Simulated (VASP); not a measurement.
# C (Fd-3m) in VASP: vibrations by perturbation theory with LDA

Aim: the vibrations by perturbation theory of C with LDA.

Everything below comes from runs of VASP 6.6.1. Logs are shortened: lines on timing, memory, paths and dates and some standing lists are left out, and cuts for length are marked.

### 1 The cell of the first run

The structure is cubic, space group Fd-3m (No. 227). Conventional cell: a = 3.560 Å, b = 3.560 Å, c = 3.560 Å, α = 90.00°, β = 90.00°, γ = 90.00°. Within 2.1 Å of C (site symmetry -43m) lie 4 C at 1.54 Å.

### 2 Vibrations by perturbation theory, LDA

INCAR reads:

```
SYSTEM = C
PREC = Accurate ; ENCUT = 520
EDIFF = 1E-8 ; ISMEAR = 0
SIGMA = 0.01 ; LREAL = .FALSE.
LASPH = .TRUE. ; NELM = 80
ALGO = Normal ; ISIF = 2
LWAVE = .FALSE. ; LCHARG = .FALSE.
GGA = CA ; IBRION = 8
NSW = 1 ; LEPSILON = .TRUE.
```

KPOINTS reads:

```
Automatic mesh
0
G
  12 12 12
  0 0 0
```

POSCAR reads:

```
C
1.0
    0.0000000000      1.7801381715      1.7801381715
    1.7801381715      0.0000000000      1.7801381715
    1.7801381715      1.7801381715      0.0000000000
C
2
Direct
    0.5000000000      0.5000000000      0.5000000000
    0.7500000000      0.7500000000      0.7500000000
```

Potentials or basis: VASP PAW LDA potentials, release 64 (C).

The run is started by

```sh
$ cat potpaw_LDA.64/C/POTCAR > POTCAR
$ mpirun -np 1 vasp_std > vasp.out
```

OUTCAR:

```text
SYSTEM = C
   PREC = Accurate
   ENCUT = 520
   EDIFF = 1E-8
   ISMEAR = 0
   LREAL = .FALSE.
   LASPH = .TRUE.
   NELM = 80
   ISIF = 2
   GGA = CA
   IBRION = 8
   NSW = 1
   LEPSILON = .TRUE.

 ion  position               nearest neighbor table
   1  0.500  0.500  0.500-   2 1.54   2 1.54   2 1.54   2 1.54
   2  0.750  0.750  0.750-   1 1.54   1 1.54   1 1.54   1 1.54

  LATTYP: Found a face centered cubic cell.
 ALAT       =     3.5602763430

  Lattice vectors:

 A1 = (   0.0000000000,   1.7801381715,   1.7801381715)
 A2 = (   1.7801381715,   0.0000000000,   1.7801381715)
 A3 = (   1.7801381715,   1.7801381715,   0.0000000000)

Analysis of symmetry for initial positions (statically):
=====================================================================
 Subroutine PRICEL returns:
 Original cell was already a primitive cell.

 Routine SETGRP: Setting up the symmetry group for a
 face centered cubic supercell.

 Subroutine GETGRP returns: Found 48 space group operations
 (whereof 24 operations were pure point group operations)
 out of a pool of 48 trial point group operations.

The static configuration has the point symmetry T_d .
 The point group associated with its full space group is O_h .

Analysis of symmetry for dynamics (positions and initial velocities):
=====================================================================
 Subroutine PRICEL returns:
 Original cell was already a primitive cell.

 Routine SETGRP: Setting up the symmetry group for a
 face centered cubic supercell.

 Subroutine GETGRP returns: Found 48 space group operations
 (whereof 24 operations were pure point group operations)
 out of a pool of 48 trial point group operations.

The dynamic configuration has the point symmetry T_d .
 The point group associated with its full space group is O_h .

 Subroutine INISYM returns: Found 48 space group operations
 (whereof 24 operations are pure point group operations),
 and found     1 'primitive' translations

----------------------------------------------------------------------------------------

                                     Primitive cell

  volume of cell :      11.2821

  direct lattice vectors                    reciprocal lattice vectors
     0.000000000  1.780138171  1.780138171    -0.280877073  0.280877073  0.280877073
     1.780138171  0.000000000  1.780138171     0.280877073 -0.280877073  0.280877073
     1.780138171  1.780138171  0.000000000     0.280877073  0.280877073 -0.280877073

  length of vectors
     2.517495545  2.517495545  2.517495545     0.486493362  0.486493362  0.486493362

  position of ions in fractional coordinates (direct lattice)
     0.500000000  0.500000000  0.500000000
     0.750000000  0.750000000  0.750000000

  ion indices of the primitive-cell ions
   primitive index   ion index
                 1           1
                 2           2

----------------------------------------------------------------------------------------

 KPOINTS: Automatic mesh

Automatic generation of k-mesh.
 Grid dimensions read from file:
 generate k-points for:   12   12   12

 Generating k-lattice:

  Cartesian coordinates                     Fractional coordinates (reciprocal lattice)
    -0.023406423  0.023406423  0.023406423     0.083333333  0.000000000  0.000000000
[... 409 lines left out ...]
 ------------------------------------------------------

 Free energy of the ion-electron system (eV)
  ---------------------------------------------------
  ---------------------------------------------------
  free energy    TOTEN  =        -0.15832054 eV

  energy without entropy =       -0.15832054

------------------------ aborting loop because EDIFF is reached ----------------------------------------

--------------------------------------- Ionic step        2  -------------------------------------------

------------------------ aborting loop because EDIFF is reached ----------------------------------------

--------------------------------------- Ionic step        3  -------------------------------------------

------------------------ aborting loop because EDIFF is reached ----------------------------------------

 PIEZOELECTRIC TENSOR FIELD DIRECTION 3  (e Angst)
 -----------------------------------------------------------------------------
    -0.00010  0.00000  0.00000           ( -0.00000  0.00000  0.00000)
     0.00000 -0.00010  0.00000           (  0.00000 -0.00000  0.00000)
     0.00000  0.00000 -0.00024           (  0.00000  0.00000 -0.00001)

 PIEZOELECTRIC TENSOR FIELD DIRECTION 3  (C/m^2)
 -----------------------------------------------------------------------------
    -0.00014  0.00000  0.00000
     0.00000 -0.00014  0.00000
     0.00000  0.00000 -0.00034

--------------------------------------- Ionic step        4  -------------------------------------------

 Free energy of the ion-electron system (eV)
  ---------------------------------------------------
  ---------------------------------------------------
  free energy    TOTEN  =        -0.11083058 eV

  energy without entropy =       -0.11083058

------------------------ aborting loop because EDIFF is reached ----------------------------------------

 INTERNAL STRAIN TENSOR  FOR ION    1  DIRECTION 1   (eV/Angst):
 -----------------------------------------------------------------------------
     0.00498  0.00000  0.00000
     0.00000 -0.00201  2.94530
     0.00000  2.94530 -0.00201

 MACROSCOPIC STATIC DIELECTRIC TENSOR (including local field effects in DFT)
 ------------------------------------------------------
           5.797716    -0.000000    -0.000000
          -0.000000     5.797716     0.000000
          -0.000000     0.000000     5.797716
 ------------------------------------------------------

 PIEZOELECTRIC TENSOR (including local field effects)  for field in x, y, z        (e  Angst)
          XX          YY          ZZ          XY          YZ          ZX
  --------------------------------------------------------------------------------
  x     0.00000    -0.00000     0.00000     0.00000     0.00000     0.00000
  y     0.00000     0.00000     0.00000     0.00000     0.00000     0.00000
  z     0.00000     0.00000     0.00000     0.00000     0.00000     0.00000

 PIEZOELECTRIC TENSOR (including local field effects)  for field in x, y, z        (C/m^2)
          XX          YY          ZZ          XY          YZ          ZX
  --------------------------------------------------------------------------------
  x     0.00000    -0.00000     0.00000     0.00000     0.00000     0.00000
  y     0.00000     0.00000     0.00000     0.00000     0.00000     0.00000
  z     0.00000     0.00000     0.00000     0.00000     0.00000     0.00000

 BORN EFFECTIVE CHARGES (including local field effects) (in |e|, cummulative output)
 ---------------------------------------------------------------------------------
 ion    1
    1     0.00000     0.00000     0.00000
    2     0.00000    -0.00000     0.00000
    3    -0.00000     0.00000    -0.00000
 ion    2
    1    -0.00000     0.00000     0.00000
    2     0.00000     0.00000     0.00000
    3     0.00000    -0.00000     0.00000

 INTERNAL STRAIN TENSOR FOR ION    2 for displacements in x,y,z  (eV/Angst):
          X           Y           Z          XY          YZ          ZX
  --------------------------------------------------------------------------------
  x     0.00000     0.00000     0.00000     0.00000    -2.94530     0.00000
  y     0.00000     0.00000     0.00000     0.00000     0.00000    -2.94530
  z     0.00000     0.00000     0.00000    -2.94530     0.00000     0.00000

 SECOND DERIVATIVES (NOT SYMMETRIZED)
 ------------------------------------
               1X          1Y          1Z          2X          2Y          2Z
  1X   -36.997712    0.000000    0.000000   36.997712    0.000000    0.000000
  1Y     0.000000  -36.997712    0.000000    0.000000   36.997712    0.000000
  1Z     0.000000    0.000000  -36.997712    0.000000    0.000000   36.997712
  2X    36.997712    0.000000    0.000000  -36.997712    0.000000    0.000000
  2Y     0.000000   36.997712    0.000000    0.000000  -36.997712    0.000000
  2Z     0.000000    0.000000   36.997712    0.000000    0.000000  -36.997712

 Eigenvectors and eigenvalues of the dynamical matrix
 ----------------------------------------------------

   1 f  =   38.802845 THz   243.805468 2PiTHz 1294.323601 cm-1   160.475602 meV
             X         Y         Z           dx          dy          dz
      1.780138  1.780138  1.780138     0.000000   -0.707107    0.000000
      2.670207  2.670207  2.670207     0.000000    0.707107    0.000000
[... 21 lines left out ...]
   6 f  =    0.000000 THz     0.000000 2PiTHz    0.000000 cm-1     0.000000 meV
             X         Y         Z           dx          dy          dz
      1.780138  1.780138  1.780138     0.000000    0.000000    0.707107
      2.670207  2.670207  2.670207     0.000000    0.000000    0.707107

--------------------------------------------------------------------------------------------------------

 MACROSCOPIC STATIC DIELECTRIC TENSOR IONIC CONTRIBUTION
 ------------------------------------------------------
           0.000000     0.000000    -0.000000
           0.000000     0.000000    -0.000000
          -0.000000    -0.000000     0.000000
 ------------------------------------------------------

 ELASTIC MODULI CONTR FROM IONIC RELAXATION (kBar)
 Direction    XX          YY          ZZ          XY          YZ          ZX
 --------------------------------------------------------------------------------
 XX          -0.0000     -0.0000     -0.0000      0.0000      0.0000      0.0000
 YY          -0.0000     -0.0000     -0.0000      0.0000      0.0000      0.0000
 ZZ          -0.0000     -0.0000     -0.0000      0.0000      0.0000      0.0000
 XY           0.0000      0.0000      0.0000    -33.2968      0.0000      0.0000
 YZ           0.0000      0.0000      0.0000      0.0000    -33.2968      0.0000
 ZX           0.0000      0.0000      0.0000      0.0000      0.0000    -33.2968
 --------------------------------------------------------------------------------

 PIEZOELECTRIC TENSOR IONIC CONTR  for field in x, y, z        (C/m^2)
          XX          YY          ZZ          XY          YZ          ZX
  --------------------------------------------------------------------------------
  x     0.00000    -0.00000    -0.00000     0.00000     0.00000     0.00000
  y     0.00000     0.00000     0.00000     0.00000     0.00000    -0.00000
  z     0.00000     0.00000     0.00000    -0.00000    -0.00000     0.00000
```

It took 38 s on 1 thread of Intel Xeon 6975P-C (Granite Rapids), shared host; peak memory 0.17 GiB.

Results:

| Item | Value |
| --- | --- |
| Electronic dielectric tensor (diagonal) | 5.80 |
| Born charges (mean of the diagonal) | C +0.00 e |
| Highest phonon frequency at Γ | 1294 cm⁻¹ |

Phonon frequencies in cm⁻¹ (negative: imaginary):
```tsv
q point	frequencies
(0.000, 0.000, 0.000)	0 0 0 1294 1294 1294
```

Electronic dielectric tensor:
```
5.80 0.00 0.00
0.00 5.80 0.00
0.00 0.00 5.80
```

Born effective charge tensors (e):
atom 1, C
```
0.00 0.00 0.00
0.00 0.00 0.00
0.00 0.00 0.00
```
atom 2, C
```
0.00 0.00 0.00
0.00 0.00 0.00
0.00 0.00 0.00
```

Caveat: the cell wasn't relaxed at this level first, which shifts response properties.
